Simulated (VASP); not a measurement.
Write the native input for VASP 6.6.1 that does the following.

```
Task                   : single point
Functional             : PBE
Potentials or basis    : VASP PAW PBE potentials, release 64 (Li_sv, H)
Cutoff                 : 520 eV
k mesh                 : 18 × 18 × 18
Occupations            : gaussian, width 0.02 eV
Spin                   : no spin polarisation
Dipole correction      : no
Further INCAR settings : ALGO = Normal; EDIFF = 1e-06; NBANDS = 9
```

The structure of LiH lies in POSCAR:

```
LiH
1.0
    0.0000000000      2.0367500000      2.0367500000
    2.0367500000      0.0000000000      2.0367500000
    2.0367500000      2.0367500000      0.0000000000
Li H
1 1
Direct
    0.0245489137      0.0245489137     -0.0245489137
    0.5000000000      0.5000000000      0.5000000000
```

The input as run:

INCAR

```
SYSTEM = LiH
ALGO = Normal
EDIFF = 1E-6
ENCUT = 520
GGA = PE
ISIF = 2
ISMEAR = 0
LASPH = .TRUE.
LCHARG = .FALSE.
LREAL = .FALSE.
LWAVE = .FALSE.
NBANDS = 9
NELM = 100
PREC = Accurate
SIGMA = 0.02
```

KPOINTS

```
k-points
0
G
  18 18 18
  0 0 0
```

Potentials or basis: VASP PAW PBE potentials, release 64 (Li_sv, H).

Run with:

```console
$ cat potpaw_PBE.64/Li_sv/POTCAR potpaw_PBE.64/H/POTCAR > POTCAR
$ mpirun -np 1 vasp_std > vasp.out
```

Results of the run:

The largest force is 0.100 eV/Å. The band gap on the k mesh is 3.02 eV, direct.

It took 2.1 min on 1 thread of AMD EPYC 7R13, on a shared host, peak memory 0.15 GiB.
